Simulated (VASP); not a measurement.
# Al13Cu8 (P1) in VASP: single point with r2SCAN

Aim: the single point of Al13Cu8 with r2SCAN.

Everything below comes from runs of VASP 6.6.1. Logs are shortened: lines on timing, memory, paths and dates and some standing lists are left out, and cuts for length are marked.

## Step 1: The cell of the first run

The typed cell holds 21 atoms: a = 7.891 Å, b = 7.935 Å, c = 7.942 Å, α = 90.38°, β = 118.65°, γ = 118.67°.

## Step 2: Single point, r2SCAN

Input file POSCAR:

```
Al13Cu8
1.0
    4.0127012521     -4.0128317418      5.4832915726
   -3.9043709563     -4.0568766163     -5.5910419360
    4.0638874449      3.9045014460     -5.5960918379
Al Cu
13 8
Direct
    0.7507396150      0.1254148168      0.8762367907
    0.7632491034      0.1309189774      0.3893626184
    0.2480711132      0.1212459766      0.8753053276
    0.2520328544      0.1231826790      0.3823946309
    0.7385054570      0.6110610940      0.8692784172
    0.2463878745      0.6179435367      0.8767240067
    0.2617072159      0.3842891896      0.1309849044
    0.2515138488      0.3785212676      0.6240252348
    0.7415705592      0.3766346396      0.1221935063
    0.7480376313      0.3790007257      0.6181689298
    0.2402705493      0.8690715846      0.6156366062
    0.7499826824      0.8647231384      0.1359265790
    0.7552028192      0.8772456181      0.6222717363
    1.0029348225      0.2508856286      0.7542721799
    0.9982351541      0.2484596235      0.2488662004
    0.4967415814      0.2455220723      0.7492024127
    0.4843309119      0.2230008973      0.2430031475
    1.0101990669      0.7535445662      0.7692786768
    1.0266650446      0.7532744262      0.2367555353
    0.5041334839      0.7527419381      0.7551523463
    0.4716991127      0.7640613085      0.2457058187
```

Input file INCAR.step1:

```
PREC = Accurate ; ENCUT = 520
ISMEAR = 0 ; SIGMA = 0.1
LREAL = Auto ; LASPH = T
NELM = 60 ; NBANDS = 80
ISYM = 0 ; GGA = PE
ALGO = Normal ; EDIFF = 1E-4
LWAVE = T ; LCHARG = F
```

Input file INCAR.step2:

```
PREC = Accurate ; ENCUT = 520
EDIFF = 1E-6 ; ISMEAR = 0
SIGMA = 0.1 ; LREAL = Auto
LASPH = T ; NELM = 60
ALGO = Normal ; ISIF = 2
LWAVE = F ; LCHARG = T
METAGGA = R2SCAN ; LMIXTAU = T
LELF = T ; LVHAR = T
NBANDS = 80 ; ISYM = 0
ISTART = 1
```

Input file KPOINTS:

```
Automatic mesh
0
Gamma
  2 2 2
  0.5 0.5 0.5
```

Potentials or basis: VASP PAW PBE potentials, release 64 (Al, Cu).

Command:

```console
cat potpaw_PBE.64/Al/POTCAR potpaw_PBE.64/Cu/POTCAR > POTCAR
cp INCAR.step1 INCAR
mpirun -np 1 vasp_std > vasp.out
cp INCAR.step2 INCAR
mpirun -np 1 vasp_std > vasp.out
```

OUTCAR:

```text
PREC = Accurate
   ENCUT = 520
   EDIFF = 1E-6
   ISMEAR = 0
   LREAL = Auto
   LASPH = T
   NELM = 60
   ISIF = 2
   METAGGA = R2SCAN
   ISYM = 0
   ISTART = 1

 ion  position               nearest neighbor table
   1  0.751  0.125  0.876-  14 2.42  16 2.42  20 2.47  15 2.47   9 2.83  13 2.83  10 2.88  12 2.93
                            11 2.96   7 2.96
   2  0.763  0.131  0.389-  17 2.41  14 2.42  15 2.43  21 2.47  13 2.74  10 2.75   8 2.82  12 2.84
                             9 2.89
   3  0.248  0.121  0.875-  14 2.42  16 2.42  18 2.44  17 2.44  11 2.82   7 2.83  13 2.85   9 2.86
                             8 2.86
   4  0.252  0.123  0.382-  17 2.40  16 2.43  15 2.45  19 2.47  11 2.75   8 2.78  10 2.87   7 2.89
                            12 2.91
   5  0.739  0.611  0.869-  18 2.41  16 2.42  20 2.43  19 2.47   9 2.75  10 2.76   8 2.82  12 2.85
                            13 2.89
   6  0.246  0.618  0.877-  18 2.40  14 2.43  20 2.45  21 2.46   7 2.75   8 2.78  11 2.89  10 2.89
                            12 2.92
   7  0.262  0.384  0.131-  15 2.47  17 2.49  14 2.50  21 2.53   6 2.75   3 2.83   4 2.89   1 2.96

   8  0.252  0.379  0.624-  16 2.44  14 2.45  20 2.48  15 2.49   6 2.78   4 2.78   5 2.82   2 2.82
                             3 2.86
   9  0.742  0.377  0.122-  17 2.46  16 2.48  15 2.49  19 2.52   5 2.75   1 2.83   3 2.86   2 2.89

  10  0.748  0.379  0.618-  16 2.47  14 2.48  18 2.49  17 2.50   2 2.75   5 2.76   4 2.87   1 2.88
                             6 2.89
  11  0.240  0.869  0.616-  20 2.46  18 2.48  16 2.50  19 2.52   4 2.75   3 2.82   6 2.89   1 2.96

  12  0.750  0.865  0.136-  19 2.53  21 2.53  20 2.53  15 2.54   2 2.84   5 2.85   4 2.91   6 2.92
                             1 2.93
  13  0.755  0.877  0.622-  18 2.46  14 2.48  20 2.48  21 2.53   2 2.74   1 2.83   3 2.85   5 2.89

  14  0.003  0.251  0.754-   1 2.42   2 2.42   3 2.42   6 2.43   8 2.45  10 2.48  13 2.48   7 2.50

  15  0.998  0.248  0.249-   2 2.43   4 2.45   7 2.47   1 2.47   9 2.49   8 2.49  12 2.54
  16  0.497  0.246  0.749-   1 2.42   3 2.42   5 2.42   4 2.43   8 2.44  10 2.47   9 2.48  11 2.50

  17  0.484  0.223  0.243-   4 2.40   2 2.41   3 2.44   9 2.46   7 2.49  10 2.50
  18  0.010  0.754  0.769-   6 2.40   5 2.41   3 2.44  13 2.46  11 2.48  10 2.49
  19  0.027  0.753  0.237-   4 2.47   5 2.47  11 2.52   9 2.52  12 2.53
  20  0.504  0.753  0.755-   5 2.43   6 2.45  11 2.46   1 2.47  13 2.48   8 2.48  12 2.53
  21  0.472  0.764  0.246-   6 2.46   2 2.47  13 2.53   7 2.53  12 2.53

IMPORTANT INFORMATION: All symmetrisations will be switched off!
NOSYMM: (Re-)initialisation of all symmetry stuff for point group C_1.

----------------------------------------------------------------------------------------

                                     Primitive cell

  volume of cell :     364.3620

  direct lattice vectors                    reciprocal lattice vectors
     4.012701252 -4.012831742  5.483291573     0.122221529 -0.122324992  0.003408884
    -3.904370956 -4.056876616 -5.591041936    -0.002872569 -0.122787008 -0.087756931
     4.063887445  3.904501446 -5.596091838     0.122627890  0.002816914 -0.087678227

  length of vectors
     7.891202468  7.934866752  7.942075079     0.172954117  0.150950919  0.150774686

  position of ions in fractional coordinates (direct lattice)
     0.750739615  0.125414817  0.876236791
     0.763249103  0.130918977  0.389362618
     0.248071113  0.121245977  0.875305328
     0.252032854  0.123182679  0.382394631
     0.738505457  0.611061094  0.869278417
     0.246387875  0.617943537  0.876724007
[... 13 lines left out ...]
     0.504133484  0.752741938  0.755152346
     0.471699113  0.764061308  0.245705819

  ion indices of the primitive-cell ions
   primitive index   ion index
                 1           1
                 2           2
                 3           3
                 4           4
                 5           5
                 6           6
[... 13 lines left out ...]
                20          20
                21          21

----------------------------------------------------------------------------------------

 KPOINTS: Automatic mesh

Automatic generation of k-mesh.
 Grid dimensions read from file:
 generate k-points for:    2    2    2

 Generating k-lattice:

  Cartesian coordinates                     Fractional coordinates (reciprocal lattice)
     0.061110765 -0.061162496  0.001704442     0.500000000  0.000000000  0.000000000
    -0.001436284 -0.061393504 -0.043878466    -0.000000000  0.500000000  0.000000000
     0.061313945  0.001408457 -0.043839114    -0.000000000  0.000000000  0.500000000

  Length of vectors
     0.086477058  0.075475460  0.075387343

  Shift w.r.t. Gamma in fractional coordinates (k-lattice)
     0.500000000  0.500000000  0.500000000

 Subroutine IBZKPT returns following result:
 ===========================================

 Found      4 irreducible k-points:

 Following reciprocal coordinates:
            Coordinates               Weight
  0.250000  0.250000  0.250000      2.000000
 -0.250000  0.250000  0.250000      2.000000
  0.250000 -0.250000  0.250000      2.000000
 -0.250000 -0.250000  0.250000      2.000000
   k-points           NKPTS =      4   k-points in BZ     NKDIM =      4   number of bands    NBANDS=     80
   number of dos      NEDOS =    301   number of ions     NIONS =     21
   total plane-waves  NPLWV = 216000
   dimension x,y,z NGX =    60 NGY =   60 NGZ =   60
   dimension x,y,z NGXF=   120 NGYF=  120 NGZF=  120
   ions per type =              13   8
   NGX,Y,Z   is equivalent  to a cutoff of  12.64, 12.57, 12.56 a.u.
   NGXF,Y,Z  is equivalent  to a cutoff of  25.28, 25.14, 25.12 a.u.
 SYSTEM =  unknown system
   PREC   = accura    normal or accurate (medium, high low for compatibility)
   ISTART =      1    job   : 0-new  1-cont  2-samecut
   ICHARG =      0    charge: 1-file 2-atom 10-const
   ISPIN  =      1    spin polarized calculation?
   LNONCOLLINEAR =      F non collinear calculations
   LSORBIT =      F    spin-orbit coupling
   LASPH  =      T    aspherical Exc in radial PAW
   ENCUT  =  520.0 eV  38.22 Ry    6.18 a.u.  14.67 14.75 14.77*2*pi/ulx,y,z
   NELM   =     60;   NELMIN=  2; NELMDL=  0     # of ELM steps
   EDIFF  = 0.1E-05   stopping-criterion for ELM
   LREAL  =      T    real-space projection
   EDIFFG = 0.1E-04   stopping-criterion for IOM
   NSW    =      0    number of steps for IOM
   IBRION =     -1    ionic relax: 0-MD 1-quasi-New 2-CG
   NFREE  =      0    steps in history (QN), initial steepest desc. (CG)
   ISIF   =      2    stress and relaxation
   ISYM   =      0    0-nonsym 1-usesym 2-fastsym
   POTIM  = 0.5000    time-step for ionic-motion
   TEBEG  =    0.0;   TEEND  =   0.0 temperature during run
   PSTRESS=    0.0 pullay stress
   NELECT =     127.0000    total number of electrons
   NUPDOWN=      -1.0000    fix difference up-down
   EMIN   =  10.00;   EMAX   =-10.00  energy-range for DOS
   EFERMI =   0.00;   METHOD = LEGACY
   ISMEAR =     0;   SIGMA  =   0.10  broadening in eV -4-tet -1-fermi 0-gaus
   EFERMI_NEDOS =   21; number of points for ismear=-14 and -15
   IALGO  =     38    algorithm
   IMIX   =      4    mixing-type and parameters
     AMIX     =   0.40;   BMIX     =  1.00
     AMIX_MAG =   1.60;   BMIX_MAG =  1.00
  volume/ion in A,a.u.               =      17.35       117.09
  Fermi-wavevector in a.u.,A,eV,Ry     =   1.152122  2.177194 18.060162  1.327384
  Thomas-Fermi vector in A             =   2.288775
   LORBIT       =      0    0 simple, 1 ext, 2 COOP (PROOUT), +10 PAW based schemes
   METAGGA = R2SCAN    functional components
   LHFCALC =     F    Hartree Fock is set to
   AEXX    =    0.0000 exact exchange contribution
   IVDW    =     0    specifies the selected vdW correction
   LEPSILON=     F    determine dielectric tensor
   LRPA    =     F    only Hartree local field effects (RPA)
 non-spin polarized calculation
 Gauss-broadening in eV      SIGMA  =   0.10
  energy-cutoff  :      520.00
  volume of cell :      364.36
 maximum number of plane-waves:      9817
 NGX is ok and might be reduce to    60
   NGX = 29   NGY = 29   NGZ = 29

 number of electron     126.9999991 magnetization

 Free energy of the ion-electron system (eV)
  ---------------------------------------------------
  ext. energy  EPLUGINS =         0.00000000
  ---------------------------------------------------
  free energy    TOTEN  =      -173.32526915 eV

  energy without entropy =     -173.28655466  energy(sigma->0) =     -173.30591190

 E-fermi :   5.5837     XC(G=0): -10.6906

 val. band max:        5.5680515707   @ k =  -0.2500  -0.2500   0.2500
 cond. band min:       5.8232551812   @ k =   0.2500   0.2500   0.2500
 fundamental gap:      0.2552036105
 Fermi energy:         5.5837409000

 k-point     1 :       0.2500    0.2500    0.2500
  band No.  band energies     occupation
      1      -3.5364      2.00000
      2      -3.2207      2.00000
      3      -2.8351      2.00000
      4      -2.4177      2.00000
      5      -0.9411      2.00000
      6      -0.7889      2.00000
[... 67 lines left out ...]
     74       9.5505      0.00000
     75       9.7635      0.00000

 k-point     2 :      -0.2500    0.2500    0.2500
  band No.  band energies     occupation
      1      -4.2319      2.00000
      2      -2.3554      2.00000
      3      -2.2758      2.00000
      4      -1.7921      2.00000
      5      -1.5239      2.00000
      6      -1.3519      2.00000
[... 67 lines left out ...]
     74       8.7811      0.00000
     75       8.9123      0.00000

 k-point     3 :       0.2500   -0.2500    0.2500
  band No.  band energies     occupation
      1      -3.9975      2.00000
      2      -2.8391      2.00000
      3      -2.6311      2.00000
      4      -1.7027      2.00000
      5      -1.4461      2.00000
      6      -0.8732      2.00000
[... 67 lines left out ...]
     74       9.1462      0.00000
     75       9.3581      0.00000

 k-point     4 :      -0.2500   -0.2500    0.2500
  band No.  band energies     occupation
      1      -3.9965      2.00000
      2      -2.8365      2.00000
      3      -2.6324      2.00000
      4      -1.7070      2.00000
      5      -1.4491      2.00000
      6      -0.8754      2.00000
[... 67 lines left out ...]
     74       9.1428      0.00000
     75       9.3483      0.00000
 [bands above 75 left out]

------------------------ aborting loop because EDIFF is reached ----------------------------------------

  FORCE on cell =-STRESS in cart. coord.  units (eV):
  Direction    XX          YY          ZZ          XY          YZ          ZX
  --------------------------------------------------------------------------------------
  -------------------------------------------------------------------------------------
  Total       -0.2466928     -0.1708347     -0.1515922     -0.0211064      0.0603011     -0.1085274
  in kB       -1.0847609     -0.7511963     -0.6665830     -0.0928093      0.2651567     -0.4772182
  external PRESSURE =      -0.8341801 kB  Pullay stress =       0.0000000 kB

 VOLUME and BASIS-vectors are now :
 -----------------------------------------------------------------------------
  energy-cutoff  :      520.00
  volume of cell :      364.36
      direct lattice vectors                 reciprocal lattice vectors
     4.012701252 -4.012831742  5.483291573     0.122221529 -0.122324992  0.003408884
    -3.904370956 -4.056876616 -5.591041936    -0.002872569 -0.122787008 -0.087756931
     4.063887445  3.904501446 -5.596091838     0.122627890  0.002816914 -0.087678227

 POSITION                                       TOTAL-FORCE (eV/Angst)
 -----------------------------------------------------------------------------------
      6.08376     -0.10012     -1.48818        -0.005496     -0.002210      0.004908
      4.13386     -2.07365      1.27423         0.015519     -0.001905     -0.010520
      4.07919      1.93028     -4.21593         0.001292     -0.017538     -0.015673
      2.08439     -0.01804     -1.44667         0.007721      0.001702     -0.007432
      4.11024     -2.04840     -4.23159         0.004062      0.016253     -0.007062
      2.13891     -0.07246     -7.01016         0.004337      0.007421      0.002478
[... 13 lines left out ...]
      2.15281     -2.12829     -5.67020        -0.003350     -0.001137      0.004907
     -0.09187     -4.03319     -3.06043         0.012733     -0.004159      0.017525
 -----------------------------------------------------------------------------------
    total drift:                               -0.005159     -0.013564      0.006574

  FREE ENERGIE OF THE ION-ELECTRON SYSTEM (eV)
  ---------------------------------------------------
  free  energy   TOTEN  =      -173.3252691455 eV

  energy  without entropy=     -173.2865546558  energy(sigma->0) =     -173.30591190
```

Wall time 8.7 min (1 thread of Intel Xeon 6975P-C (Granite Rapids), shared host); peak memory 0.56 GiB.

Results:

```yaml
Free_energy: -173.3253 eV
Pressure: -0.1 GPa
Largest_force: 0.035 eV/Å
Band_gap_on_the_k_mesh: zero (an odd number of electrons rules out a gap without spin polarisation)
```

Forces in eV/Å, atoms in the order of the input:
```
Al  -0.005 -0.002  0.005
Al   0.016 -0.002 -0.011
Al   0.001 -0.018 -0.016
Al   0.008  0.002 -0.007
Al   0.004  0.016 -0.007
Al   0.004  0.007  0.002
Al  -0.004 -0.003  0.011
Al  -0.014  0.030  0.010
Al  -0.012  0.003  0.004
Al   0.011  0.002  0.011
Al  -0.010 -0.001 -0.003
Al   0.001  0.000  0.001
Al   0.004 -0.015  0.000
Cu  -0.002  0.002 -0.005
Cu  -0.002 -0.012  0.001
Cu   0.002 -0.002  0.004
Cu  -0.001 -0.003 -0.010
Cu  -0.004 -0.003  0.000
Cu  -0.006  0.005 -0.013
Cu  -0.003 -0.001  0.005
Cu   0.013 -0.004  0.018
```

Levels at points of the mesh, in eV from the Fermi level:
| k point | band 62 | band 63 | band 64 | band 65 | band 66 | band 67 |
| --- | --- | --- | --- | --- | --- | --- |
| (0.25, 0.25, 0.25) | -0.59 | -0.50 | -0.31 | -0.12 | 0.24 | 0.53 |

Caveat: the k points lie up to 0.49 Å⁻¹ apart, too coarse for converged energies and pressures of a metal; the PAW data sets were made with another functional, which shifts forces and pressure a little.

The gap in the log of VASP goes by the Fermi energy; the results here count the filled bands.